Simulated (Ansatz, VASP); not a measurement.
Co: VASP beside Ansatz

The input POSCAR:

```
Co
1.0
   -1.3651217203      1.3651217203      1.3651217203
    1.3651217203     -1.3651217203      1.3651217203
    1.3651217203      1.3651217203     -1.3651217203
Co
1
Direct
    0.0000000000      0.0000000000      0.0000000000
```

File INCAR.step1:

```
ALGO = Normal ; EDIFF = 1E-4
ENCUT = 520 ; GGA = PE
ISMEAR = -1 ; LASPH = T
LCHARG = F ; LREAL = F
LWAVE = T ; NBANDS = 10
NELM = 80 ; PREC = Accurate
SIGMA = 0.1
```

File INCAR.step2:

```
ALGO = Normal ; EDIFF = 1E-7
ENCUT = 520 ; ISIF = 2
ISMEAR = -1 ; ISTART = 1
LASPH = T ; LCHARG = F
LMIXTAU = T ; LREAL = F
LWAVE = F ; METAGGA = R2SCAN
NBANDS = 10 ; NELM = 80
PREC = Accurate ; SIGMA = 0.1
```

KPOINTS

```
k-points
0
Gamma
  18 18 18
```

Input for Ansatz:

```yaml
crystal:
  lattice:
    - [-1.3651217203, 1.3651217203, 1.3651217203]
    - [1.3651217203, -1.3651217203, 1.3651217203]
    - [1.3651217203, 1.3651217203, -1.3651217203]
  atoms:
    - { symbol: Co, position: [0.0, 0.0, 0.0] }
hamiltonian:
  xc: r2scan
  pseudopotentials:
    kind: paw
    azcp:
      Co: "pseudopotentials/Co.paw.azcp"
basis:
  ecutwfc: 500
  fft_grid_basis: typed
kpoints:
  mp_grid: { grid: [18, 18, 18], shift: [0, 0, 0] }
magnetization:
  spin_polarized: false
scf:
  occupations: { method: fermi_dirac, width: 0.1 }
  lower_state_search: "off"
output:
  stress: true
  write_density: true
  write_potential: true
  elf: true
  volumetric_format: npy
```

Alike in both runs: task single point; functional r2SCAN; k mesh 18 × 18 × 18; occupations fermi-dirac, width 0.1 eV; no spin polarisation.

```csv
,VASP,Ansatz
version,VASP 6.6.1,Ansatz 0.2.0
potentials or method,"VASP PAW PBE potentials, release 64 (Co), cutoff 520 eV","plane waves (500 eV) with PAW, scalar-relativistic"
valence electrons in the cell,9,17
```

VASP gave:

```
pressure (GPa) : 0.2
```

Question: Which values does Ansatz return?

Answer: Pressure (GPa): 0.0.

VASP's potentials were made for PBE, not for r2SCAN. VASP's potentials hold 9 valence electrons a cell and Ansatz's 17, so a difference there can come from the potentials and not from the codes.
